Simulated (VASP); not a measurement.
Write the native input for VASP 6.6.1 that does the following.

```yaml
Task: single point
Functional: PBE
Potentials_or_basis: VASP PAW PBE potentials, release 64 (W_sv)
Cutoff: 520 eV
k_mesh: 8 × 8 × 8
Occupations: gaussian, width 0.05 eV
Spin: no spin polarisation
Dipole_correction: no
Further_INCAR_settings: ALGO = Normal; EDIFF = 1e-07; NBANDS = 13
```

The structure of W lies in POSCAR:

```
W
1.0
    0.0000000000      1.9906732401      1.9906732401
    1.9906732401      0.0000000000      1.9906732401
    1.9906732401      1.9906732401      0.0000000000
W
1
Direct
    0.0000000000      0.0000000000      0.0000000000
```

The input as run:

INCAR

```
SYSTEM = W
PREC = Accurate
ENCUT = 520
EDIFF = 1E-7
ISMEAR = 0
SIGMA = 0.05
LREAL = .False.
LASPH = .True.
NELM = 60
ALGO = Normal
ISIF = 2
LWAVE = .False.
LCHARG = .False.
GGA = PE
NBANDS = 13
```

KPOINTS

```
Automatic mesh
0
Gamma
  8 8 8
  0 0 0
```

Potentials or basis: VASP PAW PBE potentials, release 64 (W_sv).

Command:

```console
$ cat potpaw_PBE.64/W_sv/POTCAR > POTCAR
$ mpirun -np 1 vasp_std > vasp.out
```

It gave:

```
Pressure               : 14.1 GPa
Band gap on the k mesh : zero (band 7 reaches 14.31 eV, above the bottom of band 8 at 10.42 eV)
```

Caveat: spin-orbit coupling is left out, which moves the levels of the heavy elements.

Run time: 3.1 s on 1 thread of Intel(R) Xeon(R) 6975P-C (Granite Rapids), with other jobs on the host, peak memory 0.14 GiB.
